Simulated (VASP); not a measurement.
**TiO2: single point with r2SCAN**

Crystal: TiO2.

```
CELL_PARAMETERS angstrom
0.00000 2.39683 2.39683
2.39683 0.00000 2.39683
2.39683 2.39683 0.00000
ATOMIC_POSITIONS crystal
Ti 0.00000 0.00000 0.00000
O 0.25000 0.25000 0.25000
O 0.75000 0.75000 0.75000
```

```json
{"Program": "VASP 6.6.1", "Task": "single point", "Functional": "r2SCAN", "Potentials or basis": "VASP PAW PBE potentials, release 64 (Ti_sv, O)", "Cutoff": "520 eV", "k mesh": "10 × 10 × 10", "Occupations": "gaussian, width 0.01 eV", "Spin": "no spin polarisation"}
```

```yaml
Pressure: 1.6 GPa
Band_gap_on_the_k_mesh: 1.55 eV, indirect (least direct gap 2.24 eV)
```

Levels at points of the mesh, in eV from the valence-band top:
| k point | band 10 | band 11 | band 12 | band 13 | band 14 | band 15 |
| --- | --- | --- | --- | --- | --- | --- |
| (0.00, 0.00, 0.00) | -0.91 | -0.91 | -0.91 | 1.55 | 1.55 | 5.72 |
| (0.50, 0.00, 0.00) | -3.35 | -2.62 | -2.62 | 1.86 | 1.86 | 3.16 |
| (0.50, 0.50, 0.00) | -2.15 | -2.15 | 0.00 | 2.24 | 2.25 | 3.19 |

Run time: 2.1 min on 1 thread of Intel(R) Xeon(R) Platinum 8488C (Sapphire Rapids), with other jobs on the host, peak memory 0.18 GiB.

Caveat: the PAW data sets were made with another functional, which shifts forces and pressure a little. A k mesh can miss the band edges.
